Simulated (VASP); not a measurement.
# IrRh2 (P6_3/mmc) in VASP: a series of runs

Runs on IrRh2. Level: PBE. Tasks: single point.

Everything below comes from runs of VASP 6.6.1. Logs are shortened: lines on timing, memory, paths and dates and some standing lists are left out, and cuts for length are marked.

### 1 The cell of the first run

It takes space group P6_3/mmc (No. 194, hexagonal). The conventional cell has a = 2.704 Å, b = 2.704 Å, c = 13.094 Å, α = 90.00°, β = 90.00°, γ = 120.00°. Within 3.5 Å of Ir (site symmetry -6m2) lie 6 Rh at 2.68 Å and 6 Ir at 2.70 Å. Rh (site symmetry 3m) has 3 Ir at 2.68 Å and 9 Rh at 2.69 to 2.70 Å within 3.5 Å.

### 2 Single point, PBE

INCAR

```
  ALGO = Normal
  EDIFF = 1E-6
  ENCUT = 500
  GGA = PE
  GGA_COMPAT = False
  ISIF = 2
  ISMEAR = 0
  LASPH = True
  LCHARG = False
  LREAL = False
  LWAVE = False
  NBANDS = 48
  NELM = 120
  PREC = Accurate
  SIGMA = 0.1
```

KPOINTS

```
k-points
0
Gamma
  18 18 4
```

POSCAR

```
IrRh2
1.0
    2.7038981936      0.0000000000      0.0000000000
   -1.3519490968      2.3416445249      0.0000000000
    0.0000000000      0.0000000000     13.0936167933
Ir Rh
2 4
Direct
    0.3333333333      0.6666666667      0.2500000000
    0.6666666667      0.3333333333      0.7500000000
    0.3333333333      0.6666666667      0.9162217242
    0.3333333333      0.6666666667      0.5837782758
    0.6666666667      0.3333333333      0.0837782758
    0.6666666667      0.3333333333      0.4162217242
```

Potentials or basis: VASP PAW PBE potentials, release 64 (Ir, Rh_pv).

Command:

```bash
> cat potpaw_PBE.64/Ir/POTCAR potpaw_PBE.64/Rh_pv/POTCAR > POTCAR
> mpirun -np 1 vasp_std > vasp.out
```

OUTCAR:

```text
EDIFF = 1E-6
   ENCUT = 500
   GGA = PE
   ISIF = 2
   ISMEAR = 0
   LASPH = True
   LREAL = False
   NELM = 120
   PREC = Accurate

 ion  position               nearest neighbor table
   1  0.333  0.667  0.250-   5 2.68   6 2.68   5 2.68   6 2.68   5 2.68   6 2.68
   2  0.667  0.333  0.750-   3 2.68   4 2.68   3 2.68   4 2.68   3 2.68   4 2.68
   3  0.333  0.667  0.916-   2 2.68   2 2.68   2 2.68   5 2.69   5 2.69   5 2.69
   4  0.333  0.667  0.584-   2 2.68   2 2.68   2 2.68   6 2.69   6 2.69   6 2.69
   5  0.667  0.333  0.084-   1 2.68   1 2.68   1 2.68   3 2.69   3 2.69   3 2.69
   6  0.667  0.333  0.416-   1 2.68   1 2.68   1 2.68   4 2.69   4 2.69   4 2.69

  LATTYP: Found a hexagonal cell.
 ALAT       =     2.7038981936
 C/A-ratio  =     4.8424962243

  Lattice vectors:

 A1 = (   2.7038981936,   0.0000000000,   0.0000000000)
 A2 = (  -1.3519490968,   2.3416445249,   0.0000000000)
 A3 = (   0.0000000000,   0.0000000000,  13.0936167933)

Analysis of symmetry for initial positions (statically):
=====================================================================
 Subroutine PRICEL returns:
 Original cell was already a primitive cell.

 Routine SETGRP: Setting up the symmetry group for a
 hexagonal supercell.

 Subroutine GETGRP returns: Found 24 space group operations
 (whereof 12 operations were pure point group operations)
 out of a pool of 24 trial point group operations.

The static configuration has the point symmetry D_3d.
 The point group associated with its full space group is D_6h.

Analysis of symmetry for dynamics (positions and initial velocities):
=====================================================================
 Subroutine PRICEL returns:
 Original cell was already a primitive cell.

 Routine SETGRP: Setting up the symmetry group for a
 hexagonal supercell.

 Subroutine GETGRP returns: Found 24 space group operations
 (whereof 12 operations were pure point group operations)
 out of a pool of 24 trial point group operations.

The dynamic configuration has the point symmetry D_3d.
 The point group associated with its full space group is D_6h.

 Subroutine INISYM returns: Found 24 space group operations
 (whereof 12 operations are pure point group operations),
 and found     1 'primitive' translations

----------------------------------------------------------------------------------------

                                     Primitive cell

  volume of cell :      82.9031

  direct lattice vectors                    reciprocal lattice vectors
     2.703898194  0.000000000  0.000000000     0.369836410  0.213525151  0.000000000
    -1.351949097  2.341644525  0.000000000     0.000000000  0.427050301  0.000000000
     0.000000000  0.000000000 13.093616793     0.000000000  0.000000000  0.076373092

  length of vectors
     2.703898194  2.703898194 13.093616793     0.427050301  0.427050301  0.076373092

  position of ions in fractional coordinates (direct lattice)
     0.333333333  0.666666667  0.250000000
     0.666666667  0.333333333  0.750000000
     0.333333333  0.666666667  0.916221724
     0.333333333  0.666666667  0.583778276
     0.666666667  0.333333333  0.083778276
     0.666666667  0.333333333  0.416221724

  ion indices of the primitive-cell ions
   primitive index   ion index
                 1           1
                 2           2
                 3           3
                 4           4
                 5           5
                 6           6

----------------------------------------------------------------------------------------

 KPOINTS: k-points

Automatic generation of k-mesh.
 Grid dimensions read from file:
 generate k-points for:   18   18    4

 Generating k-lattice:

  Cartesian coordinates                     Fractional coordinates (reciprocal lattice)
     0.020546467  0.011862508  0.000000000     0.055555556 -0.000000000  0.000000000
     0.000000000  0.023725017  0.000000000     0.000000000  0.055555556  0.000000000
     0.000000000  0.000000000  0.019093273     0.000000000  0.000000000  0.250000000

  Length of vectors
     0.023725017  0.023725017  0.019093273

  Shift w.r.t. Gamma in fractional coordinates (k-lattice)
     0.000000000  0.000000000  0.000000000

 Subroutine IBZKPT returns following result:
 ===========================================

 Found    111 irreducible k-points:

 Following reciprocal coordinates:
            Coordinates               Weight
  0.000000  0.000000  0.000000      1.000000
  0.055556  0.000000  0.000000      6.000000
  0.111111  0.000000  0.000000      6.000000
  0.166667  0.000000  0.000000      6.000000
  0.222222 -0.000000  0.000000      6.000000
  0.277778  0.000000  0.000000      6.000000
[... 16 lines left out ...]
  0.333333  0.111111  0.000000     12.000000
  0.388889  0.111111  0.000000     12.000000
 [... further k-points ...]
   k-points           NKPTS =    111   k-points in BZ     NKDIM =    111   number of bands    NBANDS=     48
   number of dos      NEDOS =    301   number of ions     NIONS =      6
   total plane-waves  NPLWV =  38400
   dimension x,y,z NGX =    20 NGY =   20 NGZ =   96
   dimension x,y,z NGXF=    40 NGYF=   40 NGZF=  192
   ions per type =               2   4
   NGX,Y,Z   is equivalent  to a cutoff of  12.30, 12.30, 12.19 a.u.
   NGXF,Y,Z  is equivalent  to a cutoff of  24.59, 24.59, 24.38 a.u.
 SYSTEM =  unknown system
   PREC   = accura    normal or accurate (medium, high low for compatibility)
   ISTART =      0    job   : 0-new  1-cont  2-samecut
   ICHARG =      2    charge: 1-file 2-atom 10-const
   ISPIN  =      1    spin polarized calculation?
   LNONCOLLINEAR =      F non collinear calculations
   LSORBIT =      F    spin-orbit coupling
   LASPH  =      T    aspherical Exc in radial PAW
   ENCUT  =  500.0 eV  36.75 Ry    6.06 a.u.   4.93  4.93 23.87*2*pi/ulx,y,z
   NELM   =    120;   NELMIN=  2; NELMDL= -5     # of ELM steps
   EDIFF  = 0.1E-05   stopping-criterion for ELM
   LREAL  =      F    real-space projection
   EDIFFG = 0.1E-04   stopping-criterion for IOM
   NSW    =      0    number of steps for IOM
[... 5 lines left out ...]
   TEBEG  =    0.0;   TEEND  =   0.0 temperature during run
   PSTRESS=    0.0 pullay stress
   NELECT =      78.0000    total number of electrons
   NUPDOWN=      -1.0000    fix difference up-down
   EMIN   =  10.00;   EMAX   =-10.00  energy-range for DOS
   EFERMI =   0.00;   METHOD = LEGACY
   ISMEAR =     0;   SIGMA  =   0.10  broadening in eV -4-tet -1-fermi 0-gaus
   EFERMI_NEDOS =   21; number of points for ismear=-14 and -15
   IALGO  =     38    algorithm
   IMIX   =      4    mixing-type and parameters
     AMIX     =   0.40;   BMIX     =  1.00
     AMIX_MAG =   1.60;   BMIX_MAG =  1.00
  volume/ion in A,a.u.               =      13.82        93.24
  Fermi-wavevector in a.u.,A,eV,Ry     =   1.604166  3.031435 35.012546  2.573350
  Thomas-Fermi vector in A             =   2.700714
   LORBIT       =      0    0 simple, 1 ext, 2 COOP (PROOUT), +10 PAW based schemes
   GGA     = PE    functional components
   LHFCALC =     F    Hartree Fock is set to
   AEXX    =    0.0000 exact exchange contribution
   IVDW    =     0    specifies the selected vdW correction
   LEPSILON=     F    determine dielectric tensor
   LRPA    =     F    only Hartree local field effects (RPA)
 non-spin polarized calculation
 Gauss-broadening in eV      SIGMA  =   0.10
  energy-cutoff  :      500.00
  volume of cell :       82.90
 maximum number of plane-waves:      2154
 NGX is ok and might be reduce to    20
   NGX =  9   NGY =  9   NGZ = 47

 number of electron      78.0000023 magnetization

 Free energy of the ion-electron system (eV)
  ---------------------------------------------------
  ext. energy  EPLUGINS =         0.00000000
  ---------------------------------------------------
  free energy    TOTEN  =       -46.51398447 eV

  energy without entropy =      -46.47613471  energy(sigma->0) =      -46.49505959

 E-fermi :  11.5607     XC(G=0): -14.0461

 val. band max:       11.5555443332   @ k =   0.3333   0.1667   0.5000
 cond. band min:      11.5609184956   @ k =   0.3889   0.1667   0.0000
 fundamental gap:      0.0053741624
 Fermi energy:        11.5607394927

 k-point     1 :       0.0000    0.0000    0.0000
  band No.  band energies     occupation
      1     -35.5391      2.00000
      2     -35.5329      2.00000
      3     -35.1815      2.00000
      4     -35.1749      2.00000
      5     -35.0266      2.00000
      6     -35.0266      2.00000
[... 40 lines left out ...]
     47      11.7823      0.00173
     48      11.8060      0.00052

 k-point     2 :       0.0556    0.0000    0.0000
  band No.  band energies     occupation
      1     -35.5349      2.00000
      2     -35.5290      2.00000
      3     -35.1839      2.00000
      4     -35.1776      2.00000
      5     -35.0405      2.00000
      6     -35.0403      2.00000
[... 40 lines left out ...]
     47      11.9447      0.00000
     48      13.0074      0.00000

 k-point     3 :       0.1111    0.0000    0.0000
  band No.  band energies     occupation
      1     -35.5229      2.00000
      2     -35.5178      2.00000
      3     -35.1943      2.00000
      4     -35.1885      2.00000
      5     -35.0773      2.00000
      6     -35.0772      2.00000
[... 40 lines left out ...]
     47      12.4753      0.00000
     48      14.3104      0.00000

 k-point     4 :       0.1667    0.0000    0.0000
  band No.  band energies     occupation
      1     -35.5049      2.00000
      2     -35.5010      2.00000
      3     -35.2250      2.00000
      4     -35.2203      2.00000
      5     -35.1212      2.00000
      6     -35.1208      2.00000
[... 958 lines left out ...]
     47      15.2815      0.00000
     48      19.9283      0.00000

 k-point    23 :       0.3333    0.1111    0.0000
  band No.  band energies     occupation
      1     -35.5159      2.00000
      2     -35.5148      2.00000
      3     -35.4895      2.00000
      4     -35.4893      2.00000
      5     -35.3104      2.00000
      6     -35.3090      2.00000
[... 40 lines left out ...]
     47      15.8500      0.00000
     48      19.4733      0.00000

 k-point    24 :       0.3889    0.1111    0.0000
  band No.  band energies     occupation
      1     -35.5517      2.00000
      2     -35.5497      2.00000
      3     -35.5185      2.00000
      4     -35.5183      2.00000
      5     -35.2973      2.00000
      6     -35.2968      2.00000
[... 40 lines left out ...]
     47      16.1481      0.00000
     48      17.7846      0.00000

 [... further k-points ...]

------------------------ aborting loop because EDIFF is reached ----------------------------------------

  FORCE on cell =-STRESS in cart. coord.  units (eV):
  Direction    XX          YY          ZZ          XY          YZ          ZX
  --------------------------------------------------------------------------------------
  -------------------------------------------------------------------------------------
  Total        4.9650878      4.9650878      4.9762260      0.0000000      0.0000000      0.0000000
  in kB       95.9547730     95.9547730     96.1700300      0.0000000      0.0000000      0.0000000
  external PRESSURE =      96.0265253 kB  Pullay stress =       0.0000000 kB

 VOLUME and BASIS-vectors are now :
 -----------------------------------------------------------------------------
  energy-cutoff  :      500.00
  volume of cell :       82.90
      direct lattice vectors                 reciprocal lattice vectors
     2.703898194  0.000000000  0.000000000     0.369836410  0.213525151  0.000000000
    -1.351949097  2.341644525  0.000000000     0.000000000  0.427050301  0.000000000
     0.000000000  0.000000000 13.093616793     0.000000000  0.000000000  0.076373092

 POSITION                                       TOTAL-FORCE (eV/Angst)
 -----------------------------------------------------------------------------------
     -0.00000      1.56110      3.27340         0.000000      0.000000      0.000000
      1.35195      0.78055      9.82021         0.000000     -0.000000      0.000000
     -0.00000      1.56110     11.99666         0.000000      0.000000      0.026181
     -0.00000      1.56110      7.64377        -0.000000      0.000000     -0.026181
      1.35195      0.78055      1.09696        -0.000000      0.000000     -0.026181
      1.35195      0.78055      5.44985        -0.000000      0.000000      0.026181
 -----------------------------------------------------------------------------------
    total drift:                                0.000000     -0.000000      0.000000

  FREE ENERGIE OF THE ION-ELECTRON SYSTEM (eV)
  ---------------------------------------------------
  free  energy   TOTEN  =       -46.5139844722 eV

  energy  without entropy=      -46.4761347060  energy(sigma->0) =      -46.49505959
```

Run time: 6.3 min. Hardware: 1 thread of Oxide Virtual Turin-like, shared host; peak memory 0.39 GiB.

What came out:

- Free energy: -46.5140 eV
- Pressure: 9.6 GPa
- Largest force: 0.026 eV/Å
- Band gap on the k mesh: zero (bands 39 and 40 overlap by 2.33 eV)

Forces on the atoms (eV/Å):
```
Ir   0.000  0.000  0.000
Ir   0.000  0.000  0.000
Rh   0.000  0.000  0.026
Rh   0.000  0.000 -0.026
Rh   0.000  0.000 -0.026
Rh   0.000  0.000  0.026
```

Caveat: the cell stands under pressure; spin-orbit coupling is left out, which moves the levels of the heavy elements.

### 3 Single point, PBE

This run uses another cell than the first one, of 14.30 Å³/atom.

INCAR

```
PREC = Accurate ; ENCUT = 500
EDIFF = 1E-6 ; ISMEAR = -1
SIGMA = 0.15 ; LREAL = False
LASPH = True ; NELM = 120
ALGO = Normal ; ISIF = 2
LWAVE = False ; LCHARG = False
GGA = PE ; NBANDS = 48
GGA_COMPAT = False
```

KPOINTS

```
Automatic mesh
0
Gamma
  18 18 4
```

POSCAR

```
IrRh2
1.0
    2.7358453970      0.0000000000      0.0000000000
   -1.3679226985      2.3693116146      0.0000000000
    0.0000000000      0.0000000000     13.2326107761
Ir Rh
2 4
Direct
    0.3333333333      0.6666666667      0.2500000000
    0.6666666667      0.3333333333      0.7500000000
    0.3333333333      0.6666666667      0.9161171684
    0.3333333333      0.6666666667      0.5838828316
    0.6666666667      0.3333333333      0.0838828316
    0.6666666667      0.3333333333      0.4161171684
```

Potentials or basis: VASP PAW PBE potentials, release 64 (Ir, Rh_pv).

Command:

```bash
> cat potpaw_PBE.64/Ir/POTCAR potpaw_PBE.64/Rh_pv/POTCAR > POTCAR
> mpirun -np 1 vasp_std > vasp.out
```

Wall time 6.1 min (1 thread of Oxide Virtual Turin-like, shared host); peak memory 0.4 GiB.

The run converged. Its results:

| Property | Result |
| --- | --- |
| Free energy | -46.8990 eV |
| Pressure | 0.2 GPa |
| Largest force | 0.022 eV/Å |
| Band gap on the k mesh | zero (bands 39 and 40 overlap by 2.21 eV) |

Forces in eV/Å, atoms in the order of the input:
```
Ir   0.000  0.000  0.000
Ir   0.000  0.000  0.000
Rh   0.000  0.000  0.022
Rh   0.000  0.000 -0.022
Rh   0.000  0.000 -0.022
Rh   0.000  0.000  0.022
```

Levels at points of the mesh, in eV from the Fermi level:
| k point | band 36 | band 37 | band 38 | band 39 | band 40 | band 41 |
| --- | --- | --- | --- | --- | --- | --- |
| (0.00, 0.00, 0.00) | -1.96 | -1.96 | -1.05 | -1.05 | -1.02 | -1.02 |
| (0.50, 0.00, 0.00) | 0.54 | 0.56 | 0.59 | 0.61 | 0.75 | 1.13 |
| (0.00, 0.00, 0.50) | -1.66 | -1.66 | -1.66 | -0.66 | -0.66 | -0.43 |
| (0.50, 0.00, 0.50) | 0.23 | 0.51 | 0.51 | 0.55 | 0.55 | 1.14 |

Caveat: the highest band is partly filled, so the run has too few bands; spin-orbit coupling is left out, which moves the levels of the heavy elements.
